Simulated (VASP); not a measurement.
Se3Br, 4 atoms in the cell. Symmetry: I4/mmm, No. 139, tetragonal system. The conventional cell has a = 3.802 Å, b = 3.802 Å, c = 16.964 Å, α = 90.00°, β = 90.00°, γ = 90.00°. Se (site symmetry -4m2) has 4 Se at 2.69 Å within 3.5 Å. Within 3.5 Å of Se (site symmetry 4/mmm) lie 4 Br at 2.69 Å. Within 3.5 Å of Br (site symmetry 4/mmm) lie 4 Se at 2.69 Å. 

| Quantity | Value |
| --- | --- |
| Program | VASP 6.6.1 |
| Task | single point |
| Functional | PBE |
| Potentials or basis | VASP PAW PBE potentials, release 64 (Se, Br) |
| Cutoff | 520 eV |
| k mesh | 6 × 6 × 6 |
| Occupations | gaussian, width 0.1 eV |
| Spin | no spin polarisation |
| Dipole correction | no |
| Further INCAR settings | ALGO = Normal; EDIFF = 1e-06; NBANDS = 20 |

Potentials or basis: VASP PAW PBE potentials, release 64 (Se, Br).

The run is started by

```console
$ cat potpaw_PBE.64/Se/POTCAR potpaw_PBE.64/Br/POTCAR > POTCAR
$ mpirun -np 1 vasp_std > vasp.out
```

Hardware: 1 thread of Intel(R) Xeon(R) 6975P-C (Granite Rapids) (shared host).

**Question.** Estimate the wall time of this run.

**Answer.** It took 3.4 min on 1 thread of Intel(R) Xeon(R) 6975P-C (Granite Rapids), on a shared host, peak memory 0.65 GiB. Counts: scf iterations 16, k points 30.
